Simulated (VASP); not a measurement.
# K (Fm-3m) in VASP: elastic constants with LDA

Aim: the elastic constants of K with LDA.

All numbers are computed with VASP 6.6.1; they aren't measurements. Logs are shortened: lines on timing, memory, paths and dates and some standing lists are left out, and cuts for length are marked.

## 1. The cell of the first run

The structure is cubic, space group Fm-3m (No. 225). Conventional cell: a = 4.822 Å, b = 4.822 Å, c = 4.822 Å, α = 90.00°, β = 90.00°, γ = 90.00°. K (site symmetry m-3m) has 12 K at 3.41 Å within 4.5 Å.

This isn't the form of K at room conditions, which is bcc.

## 2. Elastic constants, LDA

Contents of INCAR:

```
ALGO = Normal
EDIFF = 1E-8
ENCUT = 600
GGA = CA
IBRION = 6
ISIF = 3
ISMEAR = -1
LASPH = T
LCHARG = F
LREAL = F
LWAVE = F
NBANDS = 10
NELM = 80
NFREE = 2
NSW = 1
POTIM = 0.015
PREC = Accurate
SIGMA = 0.1
```

Contents of KPOINTS:

```
k-points
0
Gamma
  18 18 18
```

Contents of POSCAR:

```
K
1.0
    0.0000000000      2.4110169285      2.4110169285
    2.4110169285      0.0000000000      2.4110169285
    2.4110169285      2.4110169285      0.0000000000
K
1
Direct
    0.0000000000      0.0000000000      0.0000000000
```

Potentials or basis: VASP PAW LDA potentials, release 64 (K_sv).

Launch:

```bash
> cat potpaw_LDA.64/K_sv/POTCAR > POTCAR
> mpirun -np 1 vasp_std > vasp.out
```

OUTCAR:

```text
EDIFF = 1E-8
   ENCUT = 600
   GGA = CA
   IBRION = 6
   ISIF = 3
   ISMEAR = -1
   LASPH = T
   LREAL = F
   NELM = 80
   NFREE = 2
   NSW = 1
   POTIM = 0.015
   PREC = Accurate

 ion  position               nearest neighbor table
   1  0.000  0.000  0.000-

  LATTYP: Found a face centered cubic cell.
 ALAT       =     4.8220338570

  Lattice vectors:

 A1 = (   0.0000000000,   2.4110169285,   2.4110169285)
 A2 = (   2.4110169285,   0.0000000000,   2.4110169285)
 A3 = (   2.4110169285,   2.4110169285,   0.0000000000)

Analysis of symmetry for initial positions (statically):
=====================================================================
 Subroutine PRICEL returns:
 Original cell was already a primitive cell.

 Routine SETGRP: Setting up the symmetry group for a
 face centered cubic supercell.

 Subroutine GETGRP returns: Found 48 space group operations
 (whereof 48 operations were pure point group operations)
 out of a pool of 48 trial point group operations.

The static configuration has the point symmetry O_h .

Analysis of symmetry for dynamics (positions and initial velocities):
=====================================================================
 Subroutine PRICEL returns:
 Original cell was already a primitive cell.

 Routine SETGRP: Setting up the symmetry group for a
 face centered cubic supercell.

 Subroutine GETGRP returns: Found 48 space group operations
 (whereof 48 operations were pure point group operations)
 out of a pool of 48 trial point group operations.

The dynamic configuration has the point symmetry O_h .

 Subroutine INISYM returns: Found 48 space group operations
 (whereof 48 operations are pure point group operations),
 and found     1 'primitive' translations

----------------------------------------------------------------------------------------

                                     Primitive cell

  volume of cell :      28.0305

  direct lattice vectors                    reciprocal lattice vectors
     0.000000000  2.411016929  2.411016929    -0.207381373  0.207381373  0.207381373
     2.411016929  0.000000000  2.411016929     0.207381373 -0.207381373  0.207381373
     2.411016929  2.411016929  0.000000000     0.207381373  0.207381373 -0.207381373

  length of vectors
     3.409692839  3.409692839  3.409692839     0.359195074  0.359195074  0.359195074

  position of ions in fractional coordinates (direct lattice)
     0.000000000  0.000000000  0.000000000

  ion indices of the primitive-cell ions
   primitive index   ion index
                 1           1

----------------------------------------------------------------------------------------

 KPOINTS: k-points

Automatic generation of k-mesh.
 Grid dimensions read from file:
 generate k-points for:   18   18   18

 Generating k-lattice:

  Cartesian coordinates                     Fractional coordinates (reciprocal lattice)
    -0.011521187  0.011521187  0.011521187     0.055555556  0.000000000  0.000000000
     0.011521187 -0.011521187  0.011521187     0.000000000  0.055555556  0.000000000
     0.011521187  0.011521187 -0.011521187     0.000000000  0.000000000  0.055555556

  Length of vectors
     0.019955282  0.019955282  0.019955282

  Shift w.r.t. Gamma in fractional coordinates (k-lattice)
     0.000000000  0.000000000  0.000000000

 Subroutine IBZKPT returns following result:
 ===========================================

 Found    195 irreducible k-points:

 Following reciprocal coordinates:
            Coordinates               Weight
  0.000000  0.000000  0.000000      1.000000
  0.055556  0.000000  0.000000      8.000000
  0.111111  0.000000  0.000000      8.000000
  0.166667  0.000000  0.000000      8.000000
  0.222222  0.000000  0.000000      8.000000
  0.277778  0.000000  0.000000      8.000000
[... 16 lines left out ...]
 -0.277778  0.055556  0.000000     24.000000
 -0.222222  0.055556  0.000000     24.000000
 [... further k-points ...]
   k-points           NKPTS =    195   k-points in BZ     NKDIM =    195   number of bands    NBANDS=     10
   number of dos      NEDOS =    301   number of ions     NIONS =      1
   total plane-waves  NPLWV =  21952
   dimension x,y,z NGX =    28 NGY =   28 NGZ =   28
[... 22 lines left out ...]
   POTIM  = 0.0150    time-step for ionic-motion
   TEBEG  =    0.0;   TEEND  =   0.0 temperature during run
   PSTRESS=    0.0 pullay stress
   NELECT =       9.0000    total number of electrons
   NUPDOWN=      -1.0000    fix difference up-down
   EMIN   =  10.00;   EMAX   =-10.00  energy-range for DOS
   EFERMI =   0.00;   METHOD = LEGACY
   ISMEAR =    -1;   SIGMA  =   0.10  broadening in eV -4-tet -1-fermi 0-gaus
   EFERMI_NEDOS =   21; number of points for ismear=-14 and -15
   IALGO  =     38    algorithm
   IMIX   =      4    mixing-type and parameters
     AMIX     =   0.40;   BMIX     =  1.00
     AMIX_MAG =   1.60;   BMIX_MAG =  1.00
  volume/ion in A,a.u.               =      28.03       189.16
  Fermi-wavevector in a.u.,A,eV,Ry     =   1.121017  2.118414 17.098148  1.256678
  Thomas-Fermi vector in A             =   2.257667
   LORBIT       =      0    0 simple, 1 ext, 2 COOP (PROOUT), +10 PAW based schemes
   GGA     = CA    functional components
   LHFCALC =     F    Hartree Fock is set to
   AEXX    =    0.0000 exact exchange contribution
   IVDW    =     0    specifies the selected vdW correction
   LEPSILON=     F    determine dielectric tensor
   LRPA    =     F    only Hartree local field effects (RPA)
 finite differences with symmetry
 non-spin polarized calculation
  energy-cutoff  :      600.00
  volume of cell :       28.03
 maximum number of plane-waves:       960
   NGX = 13   NGY = 13   NGZ = 13

--------------------------------------- Ionic step        1  -------------------------------------------

 number of electron       9.0000001 magnetization

 Free energy of the ion-electron system (eV)
  ---------------------------------------------------
  ext. energy  EPLUGINS =         0.00000000
  ---------------------------------------------------
  free energy    TOTEN  =        -0.21634503 eV

  energy without entropy =       -0.18530653  energy(sigma->0) =       -0.20082578

------------------------ aborting loop because EDIFF is reached ----------------------------------------

  FORCE on cell =-STRESS in cart. coord.  units (eV):
  Direction    XX          YY          ZZ          XY          YZ          ZX
  --------------------------------------------------------------------------------------
  -------------------------------------------------------------------------------------
  Total        2.6274641      2.6274641      2.6274641      0.0000000      0.0000000     -0.0000000
  in kB      150.1815573    150.1815573    150.1815573      0.0000000      0.0000000     -0.0000000
  external PRESSURE =     150.1815573 kB  Pullay stress =       0.0000000 kB
[... 86 lines left out ...]
  FREE ENERGIE OF THE ION-ELECTRON SYSTEM (eV)
  ---------------------------------------------------
  free  energy   TOTEN  =        -0.1760921941 eV

  energy  without entropy=       -0.1452146324  energy(sigma->0) =       -0.16065341

[... ionic steps 4 to 12 ...]

--------------------------------------- Ionic step       13  -------------------------------------------

 number of electron       9.0000000 magnetization

------------------------ aborting loop because EDIFF is reached ----------------------------------------
[... 65 lines left out ...]
--------------------------------------- Ionic step       15  -------------------------------------------

 number of electron       9.0000000 magnetization

 Free energy of the ion-electron system (eV)
  ---------------------------------------------------
  ext. energy  EPLUGINS =         0.00000000
  ---------------------------------------------------
  free energy    TOTEN  =        -0.21634470 eV

  energy without entropy =       -0.18530618  energy(sigma->0) =       -0.20082544

 E-fermi :   3.1658     XC(G=0):  -9.0135

 val. band max:        3.1627515478   @ k =   0.4444   0.2222   0.0000
 cond. band min:       3.1799524749   @ k =  -0.4444   0.3889   0.0000
 fundamental gap:      0.0172009271
 Fermi energy:         3.1658146236

 k-point     1 :       0.0000    0.0000    0.0000
  band No.  band energies     occupation
      1     -28.9721      2.00000
      2     -12.0556      2.00000
      3     -12.0556      2.00000
      4     -12.0556      2.00000
      5      -0.2727      2.00000
      6       7.6118      0.00000
      7       7.6118      0.00000
      8       7.6118      0.00000
      9      10.0379      0.00000
     10      10.0379      0.00000
[... 287 lines left out ...]
 k-point    24 :      -0.2222    0.0556    0.0000
  band No.  band energies     occupation
      1     -28.8636      2.00000
      2     -12.7071      2.00000
      3     -12.1685      2.00000
      4     -12.1114      2.00000
      5       1.2946      2.00000
      6       6.0862      0.00000
      7       7.7250      0.00000
      8       7.9431      0.00000
      9       9.4643      0.00000
     10      10.2612      0.00000

 [... further k-points ...]

------------------------ aborting loop because EDIFF is reached ----------------------------------------

  FORCE on cell =-STRESS in cart. coord.  units (eV):
  Direction    XX          YY          ZZ          XY          YZ          ZX
  --------------------------------------------------------------------------------------
  -------------------------------------------------------------------------------------
  Total        2.6279381      2.6279381      2.6279381     -0.0000000      0.0000000      0.0000000
  in kB      150.2086508    150.2086508    150.2086508     -0.0000000      0.0000000      0.0000000
  external PRESSURE =     150.2086508 kB  Pullay stress =       0.0000000 kB
[... 16 lines left out ...]
  FREE ENERGIE OF THE ION-ELECTRON SYSTEM (eV)
  ---------------------------------------------------
  free  energy   TOTEN  =        -0.2163446987 eV

  energy  without entropy=       -0.1853061779  energy(sigma->0) =       -0.20082544

 INTERNAL STRAIN TENSORS FROM STRAINED CELLS
 ============================================

 INTERNAL STRAIN TENSOR FOR ION    1 for displacements in x,y,z  (eV/Angst):
          X           Y           Z          XY          YZ          ZX
  --------------------------------------------------------------------------------
  x     0.00000    -0.00000     0.00000     0.00000     0.00000    -0.00000
  y     0.00000     0.00000     0.00000     0.00000    -0.00000     0.00000
  z    -0.00000     0.00000     0.00000     0.00000     0.00000     0.00000

 INTERNAL STRAIN TENSORS FROM DISPLACED ATOMS
 ============================================

 INTERNAL STRAIN TENSOR FOR ION    1 for displacements in x,y,z  (eV/Angst):
          X           Y           Z          XY          YZ          ZX
  --------------------------------------------------------------------------------
  x     0.00000     0.00000     0.00000     0.00000     0.00000     0.00000
  y     0.00000     0.00000     0.00000     0.00000     0.00000     0.00000
  z     0.00000     0.00000     0.00000     0.00000     0.00000     0.00000

 Eigenvectors and eigenvalues of the dynamical matrix
 ----------------------------------------------------

   1 f/i=    0.000000 THz     0.000000 2PiTHz    0.000000 cm-1     0.000000 meV
             X         Y         Z           dx          dy          dz
      0.000000  0.000000  0.000000     0.640768    0.299025   -0.707107

   2 f/i=    0.000000 THz     0.000000 2PiTHz    0.000000 cm-1     0.000000 meV
             X         Y         Z           dx          dy          dz
      0.000000  0.000000  0.000000     0.422885   -0.906183    0.000000

   3 f/i=    0.000000 THz     0.000000 2PiTHz    0.000000 cm-1     0.000000 meV
             X         Y         Z           dx          dy          dz
      0.000000  0.000000  0.000000     0.640768    0.299025    0.707107

--------------------------------------------------------------------------------------------------------

 ELASTIC MODULI CONTR FROM IONIC RELAXATION (kBar)
 Direction    XX          YY          ZZ          XY          YZ          ZX
 --------------------------------------------------------------------------------
 XX           0.0000      0.0000      0.0000      0.0000      0.0000      0.0000
 YY           0.0000      0.0000      0.0000      0.0000      0.0000      0.0000
 ZZ           0.0000      0.0000      0.0000      0.0000      0.0000      0.0000
 XY           0.0000      0.0000      0.0000      0.0000      0.0000      0.0000
 YZ           0.0000      0.0000      0.0000      0.0000      0.0000      0.0000
 ZX           0.0000      0.0000      0.0000      0.0000      0.0000      0.0000
 --------------------------------------------------------------------------------

 TOTAL ELASTIC MODULI (kBar)
 Direction    XX          YY          ZZ          XY          YZ          ZX
 --------------------------------------------------------------------------------
 XX         263.6921    202.3381    202.3381      0.0000     -0.0000     -0.0000
 YY         202.3381    263.6921    202.3381      0.0000      0.0000      0.0000
 ZZ         202.3381    202.3381    263.6921     -0.0000      0.0000      0.0000
 XY           0.0000      0.0000     -0.0000     92.2039     -0.0000      0.0000
 YZ          -0.0000      0.0000      0.0000     -0.0000     92.2039      0.0000
 ZX          -0.0000      0.0000      0.0000      0.0000      0.0000     92.2039
 --------------------------------------------------------------------------------
```

Run time: 17 min. Hardware: 1 thread of Intel Xeon 6975P-C (Granite Rapids), shared host; peak memory 0.87 GiB.

Results:

```
Elastic constants C11, C12, C44 : 26, 20, 9 GPa
Voigt bulk modulus              : 22 GPa
```

Elastic tensor in Voigt notation (GPa, in the Cartesian axes of the cell as first typed):
```
26 20 20  0  0  0
20 26 20  0  0  0
20 20 26  0  0  0
 0  0  0  9  0  0
 0  0  0  0  9  0
 0  0  0  0  0  9
```

Clamped-ion elastic tensor (GPa):
```
26 20 20  0  0  0
20 26 20  0  0  0
20 20 26  0  0  0
 0  0  0  9  0  0
 0  0  0  0  9  0
 0  0  0  0  0  9
```

Caveat: the cell is under stress, which shifts elastic constants.
